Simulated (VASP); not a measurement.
# Pt (P6_3/mmc) in VASP: further runs

Runs on Pt. Level: r2SCAN. Tasks: single point.

All numbers are computed with VASP 6.6.1; they aren't measurements. Logs are shortened: lines on timing, memory, paths and dates and some standing lists are left out, and cuts for length are marked.

**1. The cell of the first run**

It takes space group P6_3/mmc (No. 194, hexagonal). The conventional cell has a = 2.733 Å, b = 2.733 Å, c = 4.908 Å, α = 90.00°, β = 90.00°, γ = 120.00°. Within 3.6 Å of Pt (site symmetry -6m2) lie 12 Pt at 2.73 to 2.92 Å.

This isn't the form of Pt at room conditions, which is fcc.

**2. Single point, r2SCAN (strain +0.000 along x and y, +0.030 along z)**

POSCAR reads:

```
Pt
1.0
    2.7329693145      0.0000000000      0.0000000000
   -1.3664846573      2.3668208541      0.0000000000
    0.0000000000      0.0000000000      4.9083138610
Pt
2
Direct
    0.6666666667      0.3333333333      0.7500000000
    0.3333333333      0.6666666667      0.2500000000
```

INCAR.step1 reads:

```
SYSTEM = Pt
PREC = Accurate ; ENCUT = 520
ISMEAR = 0 ; SIGMA = 0.15
LREAL = .FALSE. ; LASPH = .TRUE.
NELM = 100 ; NBANDS = 17
GGA = PE ; ALGO = Normal
EDIFF = 1E-4 ; LWAVE = .TRUE.
LCHARG = .FALSE.
```

INCAR.step2 reads:

```
SYSTEM = Pt
PREC = Accurate ; ENCUT = 520
EDIFF = 1E-6 ; ISMEAR = 0
SIGMA = 0.15 ; LREAL = .FALSE.
LASPH = .TRUE. ; NELM = 100
ALGO = Normal ; ISIF = 2
LWAVE = .FALSE. ; LCHARG = .FALSE.
METAGGA = R2SCAN ; LMIXTAU = .TRUE.
NBANDS = 17 ; ISTART = 1
```

KPOINTS reads:

```
regular mesh
0
G
  24 24 12
  0 0 0
```

Potentials or basis: VASP PAW PBE potentials, release 64 (Pt).

Command:

```sh
$ cat potpaw_PBE.64/Pt/POTCAR > POTCAR
$ cp INCAR.step1 INCAR
$ mpirun -np 1 vasp_std > vasp.out
$ cp INCAR.step2 INCAR
$ mpirun -np 1 vasp_std > vasp.out
```

OUTCAR:

```text
SYSTEM = Pt
   PREC = Accurate
   ENCUT = 520
   EDIFF = 1E-6
   ISMEAR = 0
   LREAL = .FALSE.
   LASPH = .TRUE.
   NELM = 100
   ISIF = 2
   METAGGA = R2SCAN
   ISTART = 1

 ion  position               nearest neighbor table
   1  0.667  0.333  0.750-   2 2.92   2 2.92   2 2.92   2 2.92   2 2.92   2 2.92
   2  0.333  0.667  0.250-   1 2.92   1 2.92   1 2.92   1 2.92   1 2.92   1 2.92

  LATTYP: Found a hexagonal cell.
 ALAT       =     2.7329693145
 C/A-ratio  =     1.7959637655

  Lattice vectors:

 A1 = (   2.7329693145,   0.0000000000,   0.0000000000)
 A2 = (  -1.3664846573,   2.3668208541,   0.0000000000)
 A3 = (   0.0000000000,   0.0000000000,   4.9083138610)

Analysis of symmetry for initial positions (statically):
=====================================================================
 Subroutine PRICEL returns:
 Original cell was already a primitive cell.

 Routine SETGRP: Setting up the symmetry group for a
 hexagonal supercell.

 Subroutine GETGRP returns: Found 24 space group operations
 (whereof 12 operations were pure point group operations)
 out of a pool of 24 trial point group operations.

The static configuration has the point symmetry D_3d.
 The point group associated with its full space group is D_6h.

Analysis of symmetry for dynamics (positions and initial velocities):
=====================================================================
 Subroutine PRICEL returns:
 Original cell was already a primitive cell.

 Routine SETGRP: Setting up the symmetry group for a
 hexagonal supercell.

 Subroutine GETGRP returns: Found 24 space group operations
 (whereof 12 operations were pure point group operations)
 out of a pool of 24 trial point group operations.

The dynamic configuration has the point symmetry D_3d.
 The point group associated with its full space group is D_6h.

 Subroutine INISYM returns: Found 24 space group operations
 (whereof 12 operations are pure point group operations),
 and found     1 'primitive' translations

----------------------------------------------------------------------------------------

                                     Primitive cell

  volume of cell :      31.7492

  direct lattice vectors                    reciprocal lattice vectors
     2.732969315  0.000000000  0.000000000     0.365902389  0.211253843  0.000000000
    -1.366484657  2.366820854  0.000000000     0.000000000  0.422507685  0.000000000
     0.000000000  0.000000000  4.908313861     0.000000000  0.000000000  0.203735953

[... 82 lines left out ...]
   NELM   =    100;   NELMIN=  2; NELMDL=  0     # of ELM steps
   EDIFF  = 0.1E-05   stopping-criterion for ELM
   LREAL  =      F    real-space projection
   EDIFFG = 0.1E-04   stopping-criterion for IOM
   NSW    =      0    number of steps for IOM
   IBRION =     -1    ionic relax: 0-MD 1-quasi-New 2-CG
   NFREE  =      0    steps in history (QN), initial steepest desc. (CG)
   ISIF   =      2    stress and relaxation
   ISYM   =      2    0-nonsym 1-usesym 2-fastsym
   POTIM  = 0.5000    time-step for ionic-motion
   TEBEG  =    0.0;   TEEND  =   0.0 temperature during run
   PSTRESS=    0.0 pullay stress
   NELECT =      20.0000    total number of electrons
   NUPDOWN=      -1.0000    fix difference up-down
   EMIN   =  10.00;   EMAX   =-10.00  energy-range for DOS
   EFERMI =   0.00;   METHOD = LEGACY
   ISMEAR =     0;   SIGMA  =   0.15  broadening in eV -4-tet -1-fermi 0-gaus
   EFERMI_NEDOS =   21; number of points for ismear=-14 and -15
   IALGO  =     38    algorithm
   IMIX   =      4    mixing-type and parameters
     AMIX     =   0.40;   BMIX     =  1.00
     AMIX_MAG =   1.60;   BMIX_MAG =  1.00
  volume/ion in A,a.u.               =      15.87       107.13
  Fermi-wavevector in a.u.,A,eV,Ry     =   1.403376  2.651996 26.796182  1.969464
  Thomas-Fermi vector in A             =   2.526044
   LORBIT       =      0    0 simple, 1 ext, 2 COOP (PROOUT), +10 PAW based schemes
   METAGGA = R2SCAN    functional components
   LHFCALC =     F    Hartree Fock is set to
   AEXX    =    0.0000 exact exchange contribution
   IVDW    =     0    specifies the selected vdW correction
   LEPSILON=     F    determine dielectric tensor
   LRPA    =     F    only Hartree local field effects (RPA)
 non-spin polarized calculation
 Gauss-broadening in eV      SIGMA  =   0.15
  energy-cutoff  :      520.00
  volume of cell :       31.75
 maximum number of plane-waves:       874
   NGX = 11   NGY = 11   NGZ = 19

 number of electron      19.9999997 magnetization

 Free energy of the ion-electron system (eV)
  ---------------------------------------------------
  ext. energy  EPLUGINS =         0.00000000
  ---------------------------------------------------
  free energy    TOTEN  =      -102.86803594 eV

  energy without entropy =     -102.83433252  energy(sigma->0) =     -102.85118423

 E-fermi :  10.0200     XC(G=0): -14.2512

 val. band max:       10.0195167470   @ k =   0.4167   0.1667   0.1667
 cond. band min:      10.0202135927   @ k =   0.0417   0.0417   0.2500
 fundamental gap:      0.0006968457
 Fermi energy:        10.0200333989

 k-point     1 :       0.0000    0.0000    0.0000
  band No.  band energies     occupation
      1       0.1425      2.00000
      2       2.6490      2.00000
      3       5.7809      2.00000
      4       6.4917      2.00000
      5       6.4917      2.00000
      6       6.8085      2.00000
[... 457 lines left out ...]
      4       6.4279      2.00000
      5       6.9807      2.00000
      6       6.9995      2.00000
[... 9 lines left out ...]
     16      23.0973      0.00000
     17      24.0220      0.00000

 [... further k-points ...]

------------------------ aborting loop because EDIFF is reached ----------------------------------------

  FORCE on cell =-STRESS in cart. coord.  units (eV):
  Direction    XX          YY          ZZ          XY          YZ          ZX
  --------------------------------------------------------------------------------------
  -------------------------------------------------------------------------------------
  Total       -0.7329633     -0.7329633     -1.8263675      0.0000000     -0.0000000      0.0000000
  in kB      -36.9879584    -36.9879584    -92.1650538      0.0000000     -0.0000000      0.0000000
  external PRESSURE =     -55.3803235 kB  Pullay stress =       0.0000000 kB

 VOLUME and BASIS-vectors are now :
 -----------------------------------------------------------------------------
  energy-cutoff  :      520.00
  volume of cell :       31.75
      direct lattice vectors                 reciprocal lattice vectors
     2.732969315  0.000000000  0.000000000     0.365902389  0.211253843  0.000000000
    -1.366484657  2.366820854  0.000000000     0.000000000  0.422507685  0.000000000
     0.000000000  0.000000000  4.908313861     0.000000000  0.000000000  0.203735953

 POSITION                                       TOTAL-FORCE (eV/Angst)
 -----------------------------------------------------------------------------------
      1.36648      0.78894      3.68124        -0.000000      0.000000      0.000000
     -0.00000      1.57788      1.22708         0.000000     -0.000000      0.000000
 -----------------------------------------------------------------------------------
    total drift:                               -0.000000      0.000000     -0.000000

  FREE ENERGIE OF THE ION-ELECTRON SYSTEM (eV)
  ---------------------------------------------------
  free  energy   TOTEN  =      -102.8680359437 eV

  energy  without entropy=     -102.8343325157  energy(sigma->0) =     -102.85118423
```

It took 18 min on 1 thread of AMD EPYC 7R13, shared host; peak memory 0.27 GiB.

Results:

- Free energy: -102.8680 eV
- Pressure: -5.5 GPa
- Band gap on the k mesh: zero (bands 10 and 11 overlap by 1.44 eV)

Caveat: the cell differs from its parent crystal (strain +0.000 along x and y, +0.030 along z); the stress differs along the axes, from -9 to -4 GPa; the PAW data sets were made with another functional, which shifts forces and pressure a little; spin-orbit coupling is left out, which moves the levels of the heavy elements.

**3. Single point, r2SCAN (strain +0.030 along x and y, -0.030 along z)**

POSCAR reads:

```
Pt
1.0
    2.8149583939      0.0000000000      0.0000000000
   -1.4074791970      2.4378254797      0.0000000000
    0.0000000000      0.0000000000      4.6223926652
Pt
2
Direct
    0.6666666667      0.3333333333      0.7500000000
    0.3333333333      0.6666666667      0.2500000000
```

INCAR.step1 reads:

```
PREC = Accurate
ENCUT = 520
ISMEAR = 0
SIGMA = 0.15
LREAL = F
LASPH = T
NELM = 100
NBANDS = 17
GGA = PE
ALGO = Normal
EDIFF = 1E-4
LWAVE = T
LCHARG = F
```

INCAR.step2 reads:

```
PREC = Accurate
ENCUT = 520
EDIFF = 1E-6
ISMEAR = 0
SIGMA = 0.15
LREAL = F
LASPH = T
NELM = 100
ALGO = Normal
ISIF = 2
LWAVE = F
LCHARG = T
METAGGA = R2SCAN
LMIXTAU = T
LELF = T
LVHAR = T
NBANDS = 17
ISTART = 1
```

KPOINTS reads:

```
Automatic mesh
0
Gamma
  24 24 12
```

Potentials or basis: VASP PAW PBE potentials, release 64 (Pt).

Command:

```sh
$ cat potpaw_PBE.64/Pt/POTCAR > POTCAR
$ cp INCAR.step1 INCAR
$ mpirun -np 1 vasp_std > vasp.out
$ cp INCAR.step2 INCAR
$ mpirun -np 1 vasp_std > vasp.out
```

Wall time 26 min (1 thread of AMD EPYC 7R13, shared host); peak memory 0.29 GiB.

The run converged. Its results:

* Free energy: -102.8408 eV
* Pressure: -6.9 GPa
* Band gap on the k mesh: zero (bands 10 and 11 overlap by 1.25 eV)

Stress tensor (GPa, compression positive):
```
-9.68  0.00  0.00
 0.00 -9.68  0.00
 0.00  0.00 -1.21
```

Levels at points of the mesh, in eV from the Fermi level:
```csv
k point,band 8,band 9,band 10,band 11,band 12,band 13
"(0.00, 0.00, 0.00)",-2.27,-2.27,-0.30,-0.30,-0.10,5.65
"(0.50, 0.00, 0.00)",0.04,0.13,0.32,2.29,3.69,7.88
"(0.00, 0.00, 0.50)",-3.56,-0.91,-0.91,-0.91,-0.91,13.76
"(0.50, 0.00, 0.50)",-0.83,0.21,0.21,1.84,1.84,6.57
```

Caveat: the cell differs from its parent crystal (strain +0.030 along x and y, -0.030 along z); the stress differs along the axes, from -10 to -1 GPa; the PAW data sets were made with another functional, which shifts forces and pressure a little; spin-orbit coupling is left out, which moves the levels of the heavy elements.

**4. Single point, r2SCAN (strain +0.015 along x and y, +0.000 along z)**

POSCAR reads:

```
Pt
1.0
    2.7739638542      0.0000000000      0.0000000000
   -1.3869819271      2.4023231669      0.0000000000
    0.0000000000      0.0000000000      4.7653532631
Pt
2
Direct
    0.6666666667      0.3333333333      0.7500000000
    0.3333333333      0.6666666667      0.2500000000
```

INCAR.step1 reads:

```
SYSTEM = Pt
  PREC = Accurate
  ENCUT = 520
  ISMEAR = 0
  SIGMA = 0.15
  LREAL = .FALSE.
  LASPH = .TRUE.
  NELM = 60
  NBANDS = 17
  GGA = PE
  ALGO = Normal
  EDIFF = 1E-4
  LWAVE = .TRUE.
  LCHARG = .FALSE.
```

INCAR.step2 reads:

```
SYSTEM = Pt
  PREC = Accurate
  ENCUT = 520
  EDIFF = 1E-6
  ISMEAR = 0
  SIGMA = 0.15
  LREAL = .FALSE.
  LASPH = .TRUE.
  NELM = 60
  ALGO = Normal
  ISIF = 2
  LWAVE = .FALSE.
  LCHARG = .FALSE.
  METAGGA = R2SCAN
  LMIXTAU = .TRUE.
  NBANDS = 17
  ISTART = 1
```

KPOINTS reads:

```
Automatic mesh
0
G
  24 24 12
  0 0 0
```

Command:

```sh
$ cat potpaw_PBE.64/Pt/POTCAR > POTCAR
$ cp INCAR.step1 INCAR
$ mpirun -np 1 vasp_std > vasp.out
$ cp INCAR.step2 INCAR
$ mpirun -np 1 vasp_std > vasp.out
```

Run time: 29 min. Hardware: 1 thread of AMD EPYC 7R13, shared host; peak memory 0.29 GiB.

Results (log left out):

- Free energy: -102.8749 eV
- Pressure: -7.0 GPa
- Band gap on the k mesh: zero (bands 10 and 11 overlap by 1.34 eV)

Stress tensor (GPa, compression positive):
```
-7.93  0.00  0.00
 0.00 -7.93  0.00
 0.00  0.00 -5.13
```

Levels at points of the mesh, in eV from the Fermi level:
| k point | band 6 | band 7 | band 8 | band 9 | band 10 | band 11 | band 12 | band 13 | band 14 | band 15 |
| --- | --- | --- | --- | --- | --- | --- | --- | --- | --- | --- |
| (0.00, 0.00, 0.00) | -3.11 | -3.11 | -1.96 | -1.96 | -0.43 | -0.28 | -0.28 | 5.04 | 16.03 | 16.75 |
| (0.50, 0.00, 0.00) | -2.94 | -2.58 | -0.02 | 0.26 | 0.47 | 2.41 | 3.91 | 7.68 | 9.35 | 10.02 |
| (0.00, 0.00, 0.50) | -3.50 | -3.50 | -3.50 | -0.87 | -0.87 | -0.87 | -0.87 | 12.76 | 12.76 | 16.40 |
| (0.50, 0.00, 0.50) | -1.91 | -0.80 | -0.80 | 0.38 | 0.38 | 1.87 | 1.87 | 6.74 | 6.74 | 15.06 |

Caveat: the cell differs from its parent crystal (strain +0.015 along x and y, +0.000 along z); the cell stands under tension; the PAW data sets were made with another functional, which shifts forces and pressure a little; spin-orbit coupling is left out, which moves the levels of the heavy elements.

**5. Overview**

| cell | gap on the mesh (eV) | pressure (GPa) |
| --- | --- | --- |
| a = 2.733, b = 2.733, c = 4.908 Å, angles 90.0, 90.0, 120.0°, 2 atoms | none | -5.5 |
| a = 2.815, b = 2.815, c = 4.622 Å, angles 90.0, 90.0, 120.0°, 2 atoms | none | -6.9 |
| a = 2.774, b = 2.774, c = 4.765 Å, angles 90.0, 90.0, 120.0°, 2 atoms | none | -7.0 |

Alike in all rows: task single point; level r2SCAN; potentials or basis VASP PAW PBE potentials, release 64 (Pt); no spin polarisation; k mesh 24 × 24 × 12; cutoff (eV) 520; smearing gaussian 0.15 eV.

Caveats: the PAW data sets were made with another functional, which shifts forces and pressure a little; spin-orbit coupling is left out, which moves the levels of the heavy elements; the stress differs along the axes, from -9 to -4 GPa (at least some runs); the stress differs along the axes, from -10 to -1 GPa (at least some runs); the cell stands under tension (at least some runs).

Absolute energies hang on the potentials; compare differences alone.
